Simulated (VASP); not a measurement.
# Sn (R-3m) in VASP: single point with HSE06

Aim: the single point of Sn with HSE06.

All numbers are computed with VASP 6.6.1; they aren't measurements. Logs are shortened: lines on timing, memory, paths and dates and some standing lists are left out, and cuts for length are marked.

**1. The cell of the first run**

Symmetry: R-3m, No. 166, trigonal system. The conventional cell has a = 4.645 Å, b = 4.645 Å, c = 11.600 Å, α = 90.00°, β = 90.00°, γ = 120.00°. Sn (site symmetry 3m) has 4 Sn at 2.86 to 2.88 Å within 3.8 Å.

**2. Single point, HSE06 (strain along [111] +1.9%)**

The input, POSCAR:

```
Sn
1.0
    0.0426979771      3.3271577576      3.3271577576
    3.3271577576      0.0426979771      3.3271577576
    3.3271577576      3.3271577576      0.0426979771
Sn
2
Direct
    0.0010605852      0.0010605852      0.0010605852
    0.2489394148      0.2489394148      0.2489394148
```

The input, INCAR.step1:

```
ALGO     = Normal         # electronic algorithm
EDIFF    = 1E-5           # SCF threshold, eV
ENCUT    = 520            # plane-wave cutoff, eV
GGA      = PE             # functional
ISIF     = 2              # what is computed and relaxed
ISMEAR   = -1             # smearing method
LASPH    = True           # aspherical terms in the spheres
LREAL    = False          # projectors in reciprocal space
LWAVE    = True           # write WAVECAR
NBANDS   = 21             # bands
NELM     = 80             # most SCF steps
PREC     = Accurate       # precision mode
SIGMA    = 0.02           # smearing width, eV
```

The input, INCAR.step2:

```
ALGO     = Normal         # electronic algorithm
EDIFF    = 1E-6           # SCF threshold, eV
ENCUT    = 520            # plane-wave cutoff, eV
GGA      = PE             # functional
HFSCREEN = 0.2079         # screening, 1/A
ISIF     = 2              # what is computed and relaxed
ISMEAR   = -1             # smearing method
ISTART   = 1            
LASPH    = True           # aspherical terms in the spheres
LCHARG   = True           # write CHGCAR
LELF     = True           # ELF
LHFCALC  = True           # exact exchange
LREAL    = False          # projectors in reciprocal space
LVHAR    = True         
LWAVE    = False          # write WAVECAR
NBANDS   = 21             # bands
NELM     = 80             # most SCF steps
PREC     = Accurate       # precision mode
PRECFOCK = Normal       
SIGMA    = 0.02           # smearing width, eV
```

The input, KPOINTS:

```
k-points
0
Gamma
  4 4 4
```

Potentials or basis: VASP PAW PBE potentials, release 64 (Sn_d).

On the command line:

```sh
$ cat potpaw_PBE.64/Sn_d/POTCAR > POTCAR
$ cp INCAR.step1 INCAR
$ mpirun -np 1 vasp_std > vasp.out
$ cp INCAR.step2 INCAR
$ mpirun -np 1 vasp_std > vasp.out
```

OUTCAR:

```text
EDIFF = 1E-6
   ENCUT = 520
   GGA = PE
   HFSCREEN = 0.2079
   ISIF = 2
   ISMEAR = -1
   ISTART = 1
   LASPH = True
   LHFCALC = True
   LREAL = False
   NELM = 80
   PREC = Accurate
   PRECFOCK = Normal

 ion  position               nearest neighbor table
   1  0.001  0.001  0.001-   2 2.86   2 2.86   2 2.86   2 2.88
   2  0.249  0.249  0.249-   1 2.86   1 2.86   1 2.86   1 2.88

  LATTYP: Found a trigonal (rhomboedric) cell.
 ALAT       =     4.7055053507
 COS(alpha) =     0.5127909430

  Lattice vectors:

 A1 = (   0.0426979771,   3.3271577576,   3.3271577576)
 A2 = (   3.3271577576,   0.0426979771,   3.3271577576)
 A3 = (   3.3271577576,   3.3271577576,   0.0426979771)

Analysis of symmetry for initial positions (statically):
=====================================================================
 Subroutine PRICEL returns:
 Original cell was already a primitive cell.

 Routine SETGRP: Setting up the symmetry group for a
 trigonal (rhombohedral) supercell.

 Subroutine GETGRP returns: Found 12 space group operations
 (whereof  6 operations were pure point group operations)
 out of a pool of 12 trial point group operations.

The static configuration has the point symmetry C_3v.
 The point group associated with its full space group is D_3d.

Analysis of symmetry for dynamics (positions and initial velocities):
=====================================================================
 Subroutine PRICEL returns:
 Original cell was already a primitive cell.

 Routine SETGRP: Setting up the symmetry group for a
 trigonal (rhombohedral) supercell.

 Subroutine GETGRP returns: Found 12 space group operations
 (whereof  6 operations were pure point group operations)
 out of a pool of 12 trial point group operations.

The dynamic configuration has the point symmetry C_3v.
 The point group associated with its full space group is D_3d.

 Subroutine INISYM returns: Found 12 space group operations
 (whereof  6 operations are pure point group operations),
 and found     1 'primitive' translations

----------------------------------------------------------------------------------------

                                     Primitive cell

  volume of cell :      72.2452

  direct lattice vectors                    reciprocal lattice vectors
     0.042697977  3.327157758  3.327157758    -0.153202618  0.151261454  0.151261454
     3.327157758  0.042697977  3.327157758     0.151261454 -0.153202618  0.151261454
     3.327157758  3.327157758  0.042697977     0.151261454  0.151261454 -0.153202618

  length of vectors
     4.705505351  4.705505351  4.705505351     0.263118029  0.263118029  0.263118029

  position of ions in fractional coordinates (direct lattice)
     0.001060585  0.001060585  0.001060585
     0.248939415  0.248939415  0.248939415

  ion indices of the primitive-cell ions
   primitive index   ion index
                 1           1
                 2           2

----------------------------------------------------------------------------------------

 KPOINTS: k-points

Automatic generation of k-mesh.
 Grid dimensions read from file:
 generate k-points for:    4    4    4

 Generating k-lattice:

  Cartesian coordinates                     Fractional coordinates (reciprocal lattice)
    -0.038300655  0.037815364  0.037815364     0.250000000  0.000000000 -0.000000000
     0.037815364 -0.038300655  0.037815364     0.000000000  0.250000000 -0.000000000
     0.037815364  0.037815364 -0.038300655     0.000000000  0.000000000  0.250000000

  Length of vectors
     0.065779507  0.065779507  0.065779507

  Shift w.r.t. Gamma in fractional coordinates (k-lattice)
     0.000000000  0.000000000  0.000000000

 Subroutine IBZKPT returns following result:
 ===========================================

 Found     13 irreducible k-points:

 Following reciprocal coordinates:
            Coordinates               Weight
  0.000000  0.000000  0.000000      1.000000
  0.250000  0.000000  0.000000      6.000000
  0.500000  0.000000  0.000000      3.000000
  0.250000  0.250000 -0.000000      6.000000
  0.500000  0.250000 -0.000000     12.000000
 -0.250000  0.250000  0.000000      6.000000
  0.500000  0.500000 -0.000000      3.000000
  0.250000  0.250000  0.250000      2.000000
  0.500000  0.250000  0.250000      6.000000
 -0.250000  0.250000  0.250000      6.000000
  0.500000  0.500000  0.250000      6.000000
 -0.250000  0.500000  0.250000      6.000000
  0.500000  0.500000  0.500000      1.000000
   k-points           NKPTS =     13   k-points in BZ     NKDIM =     64   number of bands    NBANDS=     21
   number of dos      NEDOS =    301   number of ions     NIONS =      2
   total plane-waves  NPLWV =  46656
   dimension x,y,z NGX =    36 NGY =   36 NGZ =   36
   dimension x,y,z NGXF=    72 NGYF=   72 NGZF=   72
   ions per type =               2
   NGX,Y,Z   is equivalent  to a cutoff of  12.72, 12.72, 12.72 a.u.
   NGXF,Y,Z  is equivalent  to a cutoff of  25.44, 25.44, 25.44 a.u.
 SYSTEM =  unknown system
   PREC   = accura    normal or accurate (medium, high low for compatibility)
   ISTART =      1    job   : 0-new  1-cont  2-samecut
   ICHARG =      0    charge: 1-file 2-atom 10-const
   ISPIN  =      1    spin polarized calculation?
   LNONCOLLINEAR =      F non collinear calculations
   LSORBIT =      F    spin-orbit coupling
   LASPH  =      T    aspherical Exc in radial PAW
   ENCUT  =  520.0 eV  38.22 Ry    6.18 a.u.   8.75  8.75  8.75*2*pi/ulx,y,z
   NELM   =     80;   NELMIN=  2; NELMDL=  0     # of ELM steps
   EDIFF  = 0.1E-05   stopping-criterion for ELM
   LREAL  =      F    real-space projection
   EDIFFG = 0.1E-04   stopping-criterion for IOM
   NSW    =      0    number of steps for IOM
   IBRION =     -1    ionic relax: 0-MD 1-quasi-New 2-CG
   NFREE  =      0    steps in history (QN), initial steepest desc. (CG)
   ISIF   =      2    stress and relaxation
   ISYM   =      3    0-nonsym 1-usesym 2-fastsym
   POTIM  = 0.5000    time-step for ionic-motion
   TEBEG  =    0.0;   TEEND  =   0.0 temperature during run
   PSTRESS=    0.0 pullay stress
   NELECT =      28.0000    total number of electrons
   NUPDOWN=      -1.0000    fix difference up-down
   EMIN   =  10.00;   EMAX   =-10.00  energy-range for DOS
   EFERMI =   0.00;   METHOD = LEGACY
   ISMEAR =    -1;   SIGMA  =   0.02  broadening in eV -4-tet -1-fermi 0-gaus
   EFERMI_NEDOS =   21; number of points for ismear=-14 and -15
   IALGO  =     38    algorithm
   IMIX   =      1    mixing-type and parameters
     AMIX     =   0.40;   BMIX     =  1.00
     AMIX_MAG =   1.60;   BMIX_MAG =  1.00
  volume/ion in A,a.u.               =      36.12       243.77
  Fermi-wavevector in a.u.,A,eV,Ry     =   1.193597  2.255572 19.383873  1.424674
  Thomas-Fermi vector in A             =   2.329608
   LORBIT       =      0    0 simple, 1 ext, 2 COOP (PROOUT), +10 PAW based schemes
   GGA     = PE    functional components
   LHFCALC =     T    Hartree Fock is set to
   PRECFOCK=normal    Normal, Fast or Accurate (Low or Medium for compatibility)
   ENCUT4O =  -1.0   cutoff for four orbital integrals eV
   NKREDX  =     1    reduce k-point grid by
   NKREDY  =     1    reduce k-point grid by
   NKREDZ  =     1    reduce k-point grid by
   AEXX    =    0.2500 exact exchange contribution
   HFSCREEN=    0.2079 screening length (either q_TF or 0.3 A-1)
   HFSCREENC=   0.2079 screening length for correlation (either q_TF or 0.3 A-1)
   ENCUTFOCK=  -1.0 apply spherical cutoff to Coloumb kernel
   IVDW    =     0    specifies the selected vdW correction
   LEPSILON=     F    determine dielectric tensor
   LRPA    =     F    only Hartree local field effects (RPA)
 non-spin polarized calculation
  energy-cutoff  :      520.00
  volume of cell :       72.25
 maximum number of plane-waves:      1960
 NGX is ok and might be reduce to    36
  NGX = 28; NGY = 28; NGZ = 28

 number of electron      27.9999991 magnetization

 Free energy of the ion-electron system (eV)
  ---------------------------------------------------
  ext. energy  EPLUGINS =         0.00000000
  ---------------------------------------------------
  free energy    TOTEN  =        -8.86737871 eV

  energy without entropy =       -8.86650596  energy(sigma->0) =       -8.86694234

 E-fermi :   4.9707     XC(G=0):  -7.2049

 val. band max:        4.7893908810   @ k =   0.0000   0.0000   0.0000
 cond. band min:       4.9707491141   @ k =   0.0000   0.0000   0.0000
 fundamental gap:      0.1813582330
 Fermi energy:         4.9707145663

 k-point     1 :       0.0000    0.0000    0.0000
  band No.  band energies     occupation
      1     -18.8623      2.00000
      2     -18.8623      2.00000
      3     -18.8410      2.00000
      4     -18.8035      2.00000
      5     -18.8035      2.00000
      6     -18.5392      2.00000
[... 13 lines left out ...]
     20      13.3561      0.00000
     21      13.3561      0.00000

 k-point     2 :       0.2500    0.0000    0.0000
  band No.  band energies     occupation
      1     -18.8832      2.00000
      2     -18.8708      2.00000
      3     -18.8456      2.00000
      4     -18.7674      2.00000
      5     -18.7660      2.00000
      6     -18.5686      2.00000
[... 13 lines left out ...]
     20      12.2089      0.00000
     21      12.3839      0.00000

 k-point     3 :       0.5000    0.0000    0.0000
  band No.  band energies     occupation
      1     -18.8917      2.00000
      2     -18.8803      2.00000
      3     -18.8316      2.00000
      4     -18.7520      2.00000
      5     -18.7430      2.00000
      6     -18.5849      2.00000
[... 13 lines left out ...]
     20      14.2705      0.00000
     21      14.2770      0.00000

 k-point     4 :       0.2500    0.2500   -0.0000
  band No.  band energies     occupation
      1     -18.8866      2.00000
      2     -18.8764      2.00000
      3     -18.8572      2.00000
      4     -18.7610      2.00000
      5     -18.7170      2.00000
      6     -18.6418      2.00000
[... 13 lines left out ...]
     20      13.4457      0.00000
     21      14.0869      0.00000

 k-point     5 :       0.5000    0.2500   -0.0000
  band No.  band energies     occupation
      1     -18.9174      2.00000
      2     -18.8919      2.00000
      3     -18.8019      2.00000
      4     -18.7169      2.00000
      5     -18.6868      2.00000
      6     -18.6697      2.00000
[... 13 lines left out ...]
     20      14.4958      0.00000
     21      14.7122      0.00000
[... 118 lines left out ...]
     20      14.6738      0.00000
     21      14.7210      0.00000

 k-point    11 :       0.5000    0.5000    0.2500
  band No.  band energies     occupation
      1     -18.9157      2.00000
      2     -18.9033      2.00000
      3     -18.8047      2.00000
      4     -18.7197      2.00000
      5     -18.6948      2.00000
      6     -18.6621      2.00000
[... 13 lines left out ...]
     20      14.4570      0.00000
     21      14.7131      0.00000

 k-point    12 :      -0.2500    0.5000    0.2500
  band No.  band energies     occupation
      1     -18.9213      2.00000
      2     -18.9147      2.00000
      3     -18.7322      2.00000
      4     -18.7278      2.00000
      5     -18.6731      2.00000
      6     -18.6613      2.00000
[... 13 lines left out ...]
     20      14.4906      0.00000
     21      15.6874      0.00000

 k-point    13 :       0.5000    0.5000    0.5000
  band No.  band energies     occupation
      1     -18.8964      2.00000
      2     -18.8964      2.00000
      3     -18.8324      2.00000
      4     -18.7530      2.00000
      5     -18.7530      2.00000
      6     -18.5760      2.00000
[... 13 lines left out ...]
     20      14.1942      0.00000
     21      14.2277      0.00000

------------------------ aborting loop because EDIFF is reached ----------------------------------------

  FORCE on cell =-STRESS in cart. coord.  units (eV):
  Direction    XX          YY          ZZ          XY          YZ          ZX
  --------------------------------------------------------------------------------------
  -------------------------------------------------------------------------------------
  Total       -0.2870672     -0.2870672     -0.2870672     -0.1585167     -0.1585167     -0.1585167
  in kB       -6.3662704     -6.3662704     -6.3662704     -3.5154153     -3.5154153     -3.5154153
  external PRESSURE =      -6.3662704 kB  Pullay stress =       0.0000000 kB

 VOLUME and BASIS-vectors are now :
 -----------------------------------------------------------------------------
  energy-cutoff  :      520.00
  volume of cell :       72.25
      direct lattice vectors                 reciprocal lattice vectors
     0.042697977  3.327157758  3.327157758    -0.153202618  0.151261454  0.151261454
     3.327157758  0.042697977  3.327157758     0.151261454 -0.153202618  0.151261454
     3.327157758  3.327157758  0.042697977     0.151261454  0.151261454 -0.153202618

 POSITION                                       TOTAL-FORCE (eV/Angst)
 -----------------------------------------------------------------------------------
      0.00710      0.00710      0.00710         0.010297      0.010297      0.010297
      1.66715      1.66715      1.66715        -0.010297     -0.010297     -0.010297
 -----------------------------------------------------------------------------------
    total drift:                               -0.000002      0.000001      0.000003

  FREE ENERGIE OF THE ION-ELECTRON SYSTEM (eV)
  ---------------------------------------------------
  free  energy   TOTEN  =        -8.8673787139 eV

  energy  without entropy=       -8.8665059624  energy(sigma->0) =       -8.86694234
```

Run time: 86 min. Hardware: 1 thread of Intel Xeon 8259CL, shared host; peak memory 0.33 GiB.

Results:

```
Free energy            : -8.8674 eV
Pressure               : -0.6 GPa
Largest force          : 0.018 eV/Å
Band gap on the k mesh : zero (filled and empty bands touch)
```

Forces in eV/Å, atoms in the order of the input:
```
Sn   0.010  0.010  0.010
Sn  -0.010 -0.010 -0.010
```

Stress tensor (GPa, compression positive):
```
-0.64 -0.35 -0.35
-0.35 -0.64 -0.35
-0.35 -0.35 -0.64
```

Caveat: the k points lie up to 0.41 Å⁻¹ apart; the cell differs from its parent crystal (strain along [111] +1.9%); the PAW data sets were made with another functional, which shifts forces and pressure a little; spin-orbit coupling is left out, which moves the levels of the heavy elements.

The gap in the log of VASP goes by the Fermi energy; the results here count the filled bands.